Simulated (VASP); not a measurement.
# Nd2H3 (P-3m1) in VASP: single point with PBE

Aim: the single point of Nd2H3 with PBE.

Everything below comes from runs of VASP 6.6.1. Logs are shortened: lines on timing, memory, paths and dates and some standing lists are left out, and cuts for length are marked.

## (1) The cell of the first run

Symmetry: P-3m1, No. 164, trigonal system. The conventional cell has a = 3.730 Å, b = 3.730 Å, c = 6.285 Å, α = 90.00°, β = 90.00°, γ = 120.00°. Nd (site symmetry 3m) has 7 H at 2.32 to 2.64 Å within 3.1 Å. Within 3.3 Å of H (site symmetry 3m) lie 4 Nd at 2.32 to 2.37 Å and 6 H at 2.62 to 3.22 Å. H (site symmetry -3m) has 6 Nd at 2.64 Å and 6 H at 3.22 Å within 3.5 Å.

## (2) Single point, PBE

Input file POSCAR:

```
Nd2H3
1.0
    3.7297471347      0.0000000000      0.0000000000
   -1.8648735674      3.2300557684      0.0000000000
    0.0000000000      0.0000000000      6.2845322599
Nd H
2 3
Direct
    0.6666666667      0.3333333333      0.7580947228
    0.3333333333      0.6666666667      0.2419052772
    0.6666666667      0.3333333333      0.3813391100
    0.3333333333      0.6666666667      0.6186608900
    0.0000000000      0.0000000000      0.0000000000
```

Input file INCAR.step1:

```
SYSTEM = Nd2H3
  PREC = Accurate
  ENCUT = 400
  EDIFF = 1E-6
  ISMEAR = 0
  SIGMA = 0.1
  LREAL = .FALSE.
  LASPH = .TRUE.
  NELM = 200
  ALGO = Normal
  ISIF = 2
  LWAVE = .FALSE.
  LCHARG = .TRUE.
  LMAXMIX = 6
  GGA = PE
  NBANDS = 20
  GGA_COMPAT = .FALSE.
  NEDOS = 2001
  LORBIT = 11
```

Input file KPOINTS.step1:

```
regular mesh
0
G
  12 12 6
  0 0 0
```

Input file INCAR.step2:

```
SYSTEM = Nd2H3
  PREC = Accurate
  ENCUT = 400
  EDIFF = 1E-6
  ISMEAR = -5
  SIGMA = 0.1
  LREAL = .FALSE.
  LASPH = .TRUE.
  NELM = 200
  ALGO = Normal
  ISIF = 2
  LWAVE = .FALSE.
  LCHARG = .FALSE.
  LMAXMIX = 6
  GGA = PE
  LORBIT = 11
  NBANDS = 20
  NEDOS = 1001
  ICHARG = 11
  GGA_COMPAT = .FALSE.
```

Input file KPOINTS.step2:

```
regular mesh
0
G
  18 18 9
  0 0 0
```

Potentials or basis: VASP PAW PBE potentials, release 64 (Nd_3, H), 4f in core.

Launch:

```sh
cat potpaw_PBE.64/Nd_3/POTCAR potpaw_PBE.64/H/POTCAR > POTCAR
cp INCAR.step1 INCAR
cp KPOINTS.step1 KPOINTS
mpirun -np 1 vasp_std > vasp.out
cp INCAR.step2 INCAR
cp KPOINTS.step2 KPOINTS
mpirun -np 1 vasp_std > vasp.out
```

OUTCAR:

```text
SYSTEM = Nd2H3
   PREC = Accurate
   ENCUT = 400
   EDIFF = 1E-6
   ISMEAR = -5
   LREAL = .FALSE.
   LASPH = .TRUE.
   NELM = 200
   ISIF = 2
   GGA = PE
   LORBIT = 11
   ICHARG = 11

 ion  position               nearest neighbor table
   1  0.667  0.333  0.758-   4 2.32   4 2.32   4 2.32   2 3.73   2 3.73   2 3.73
   2  0.333  0.667  0.242-   3 2.32   3 2.32   3 2.32   1 3.73   1 3.73   1 3.73
   3  0.667  0.333  0.381-   2 2.32   2 2.32   2 2.32
   4  0.333  0.667  0.619-   1 2.32   1 2.32   1 2.32
   5  0.000  0.000  0.000-

  LATTYP: Found a hexagonal cell.
 ALAT       =     3.7297471347
 C/A-ratio  =     1.6849754241

  Lattice vectors:

 A1 = (   3.7297471347,   0.0000000000,   0.0000000000)
 A2 = (  -1.8648735674,   3.2300557684,   0.0000000000)
 A3 = (   0.0000000000,   0.0000000000,   6.2845322599)

Analysis of symmetry for initial positions (statically):
=====================================================================
 Subroutine PRICEL returns:
 Original cell was already a primitive cell.

 Routine SETGRP: Setting up the symmetry group for a
 hexagonal supercell.

 Subroutine GETGRP returns: Found 12 space group operations
 (whereof 12 operations were pure point group operations)
 out of a pool of 24 trial point group operations.

The static configuration has the point symmetry D_3d.

Analysis of symmetry for dynamics (positions and initial velocities):
=====================================================================
 Subroutine PRICEL returns:
 Original cell was already a primitive cell.

 Routine SETGRP: Setting up the symmetry group for a
 hexagonal supercell.

 Subroutine GETGRP returns: Found 12 space group operations
 (whereof 12 operations were pure point group operations)
 out of a pool of 24 trial point group operations.

The dynamic configuration has the point symmetry D_3d.

 Subroutine INISYM returns: Found 12 space group operations
 (whereof 12 operations are pure point group operations),
 and found     1 'primitive' translations

----------------------------------------------------------------------------------------

                                     Primitive cell

  volume of cell :      75.7116

  direct lattice vectors                    reciprocal lattice vectors
     3.729747135  0.000000000  0.000000000     0.268114691  0.154796089  0.000000000
    -1.864873567  3.230055768  0.000000000     0.000000000  0.309592178  0.000000000
[... 97 lines left out ...]
   IBRION =     -1    ionic relax: 0-MD 1-quasi-New 2-CG
   NFREE  =      0    steps in history (QN), initial steepest desc. (CG)
   ISIF   =      2    stress and relaxation
   ISYM   =      2    0-nonsym 1-usesym 2-fastsym
   POTIM  = 0.5000    time-step for ionic-motion
   TEBEG  =    0.0;   TEEND  =   0.0 temperature during run
   PSTRESS=    0.0 pullay stress
   NELECT =      25.0000    total number of electrons
   NUPDOWN=      -1.0000    fix difference up-down
   EMIN   =  10.00;   EMAX   =-10.00  energy-range for DOS
   EFERMI =   0.00;   METHOD = LEGACY
   ISMEAR =    -5;   SIGMA  =   0.10  broadening in eV -4-tet -1-fermi 0-gaus
   EFERMI_NEDOS =   21; number of points for ismear=-14 and -15
   IALGO  =     38    algorithm
   IMIX   =      4    mixing-type and parameters
     AMIX     =   0.40;   BMIX     =  1.00
     AMIX_MAG =   1.60;   BMIX_MAG =  1.00
  volume/ion in A,a.u.               =      15.14       102.19
  Fermi-wavevector in a.u.,A,eV,Ry     =   1.131533  2.138288 17.420462  1.280368
  Thomas-Fermi vector in A             =   2.268233
   LORBIT       =     11    0 simple, 1 ext, 2 COOP (PROOUT), +10 PAW based schemes
   GGA     = PE    functional components
   LHFCALC =     F    Hartree Fock is set to
   AEXX    =    0.0000 exact exchange contribution
   IVDW    =     0    specifies the selected vdW correction
   LEPSILON=     F    determine dielectric tensor
   LRPA    =     F    only Hartree local field effects (RPA)
 non-spin polarized calculation
 Fermi weights with tetrahedron method with Bloechl corrections
  energy-cutoff  :      400.00
  volume of cell :       75.71
 maximum number of plane-waves:      1410

 number of electron      24.9999995 magnetization

 Free energy of the ion-electron system (eV)
  ---------------------------------------------------
  ext. energy  EPLUGINS =         0.00000000
  ---------------------------------------------------
  free energy    TOTEN  =       -21.82129220 eV

  energy without entropy =      -21.82129220  energy(sigma->0) =      -21.82129220

 E-fermi :   3.6341     XC(G=0):  -9.9285

 val. band max:        3.6379402367   @ k =   0.1667   0.1667   0.4444
 cond. band min:       3.6360364254   @ k =  -0.0556   0.3889   0.1111
 fundamental gap:     -0.0019038113
 Fermi energy:         3.6340944032

 k-point     1 :       0.0000    0.0000    0.0000
  band No.  band energies     occupation
      1     -34.3971      2.00000
      2     -34.3098      2.00000
      3     -16.0361      2.00000
      4     -15.2130      2.00000
      5     -15.2130      2.00000
      6     -15.1436      2.00000
[... 541 lines left out ...]
     19       8.4126      0.00000
     20       9.3694      0.00000

 [... further k-points ...]
[... 5 lines left out ...]
  --------------------------------------------------------------------------------------
  -------------------------------------------------------------------------------------
  Total       -0.0521228     -0.0521228     -0.0349061      0.0000000      0.0000000      0.0000000
  in kB       -1.1030008     -1.1030008     -0.7386678      0.0000000      0.0000000      0.0000000
  external PRESSURE =      -0.9815565 kB  Pullay stress =       0.0000000 kB

 VOLUME and BASIS-vectors are now :
 -----------------------------------------------------------------------------
  energy-cutoff  :      400.00
  volume of cell :       75.71
      direct lattice vectors                 reciprocal lattice vectors
     3.729747135  0.000000000  0.000000000     0.268114691  0.154796089  0.000000000
    -1.864873567  3.230055768  0.000000000     0.000000000  0.309592178  0.000000000
     0.000000000  0.000000000  6.284532260     0.000000000  0.000000000  0.159120832

 POSITION                                       TOTAL-FORCE (eV/Angst)
 -----------------------------------------------------------------------------------
      1.86487      1.07669      4.76427        -0.000000      0.000000      0.009678
     -0.00000      2.15337      1.52026         0.000000     -0.000000     -0.009678
      1.86487      1.07669      2.39654        -0.000000      0.000000      0.007844
     -0.00000      2.15337      3.88799         0.000000     -0.000000     -0.007844
      0.00000      0.00000      0.00000         0.000000      0.000000     -0.000000
 -----------------------------------------------------------------------------------
    total drift:                               -0.000000      0.000000      0.000000

  FREE ENERGIE OF THE ION-ELECTRON SYSTEM (eV)
  ---------------------------------------------------
  free  energy   TOTEN  =       -21.8212922040 eV

  energy  without entropy=      -21.8212922040  energy(sigma->0) =      -21.82129220

 total charge

# of ion       s       p       d       tot
------------------------------------------
    1        2.092   5.828   0.946   8.866
    2        2.092   5.828   0.946   8.866
    3        0.546   0.007   0.000   0.553
    4        0.546   0.007   0.000   0.553
    5        0.504   0.005   0.000   0.509
--------------------------------------------------
tot          5.780  11.675   1.892  19.347
```

Wall time 2.5 min (1 thread of Intel Xeon Platinum 8488C (Sapphire Rapids), shared host); peak memory 0.36 GiB.

What came out:

```
Valence electrons inside the program's atomic spheres : Nd 8.87; H 0.55, 0.51 (each value once)
```

Caveat: spin-orbit coupling is left out, which moves the levels of the heavy elements; the 4f electrons are frozen in the core, so they carry no moment and show no levels; an odd number of electrons without spin polarisation forces a metal; a magnetic or distorted state may lie lower. Spin polarisation is off, so any magnetic state and its effect on volume and gap are missing.
